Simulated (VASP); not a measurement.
Crystal: AlN.

```
Al N
1.0
     3.08862    0.00000    0.00000
    -1.54431    2.67482    0.00000
     0.00000    0.00000    4.81159
Al N
2 2
Direct
  0.33333 0.66667 0.00152
  0.66667 0.33333 0.50152
  0.33333 0.66667 0.38348
  0.66667 0.33333 0.88348
```

This cell differs from its parent crystal: engineering shear strain xz +0.0000, normal strain along z -0.0267.

| Quantity | Value |
| --- | --- |
| Program | VASP 6.6.1 |
| Task | relaxation of the atoms |
| Functional | LDA |
| Potentials or basis | VASP PAW LDA potentials, release 64 (Al, N) |
| Cutoff | 520 eV |
| k mesh | 9 × 9 × 6 |
| Occupations | gaussian, width 0.05 eV |
| Spin | no spin polarisation |

At the start: pressure 6.7 GPa; volume 9.94 Å³/atom.

Problem. How do energy, volume and symmetry change on relaxing?

Solution. Over 3 steps the energy falls by 3.2 meV/atom; space group P6_3mc (No. 186, to 0.05 Å).

Step by step:
| step | energy change (eV) | largest force (eV/Å) | pressure (GPa) |
| --- | --- | --- | --- |
| 1 | 0.0000 | 0.4499 | 6.65 |
| 2 | -0.0104 | 0.1827 | 6.15 |
| 3 | -0.0129 | 0.0007 | 6.26 |

Final structure:
```yaml
crystal:
  lattice:
    - [3.08862, 0.00000, 0.00000]
    - [-1.54431, 2.67482, 0.00000]
    - [0.00000, 0.00000, 4.81159]
  atoms:
    - { symbol: Al, position: [0.33333, 0.66667, 0.99844] }
    - { symbol: Al, position: [0.66667, 0.33333, 0.49844] }
    - { symbol: N, position: [0.33333, 0.66667, 0.38656] }
    - { symbol: N, position: [0.66667, 0.33333, 0.88656] }
```

Caveat: the cell differs from its parent crystal (engineering shear strain xz +0.0000, normal strain along z -0.0267).
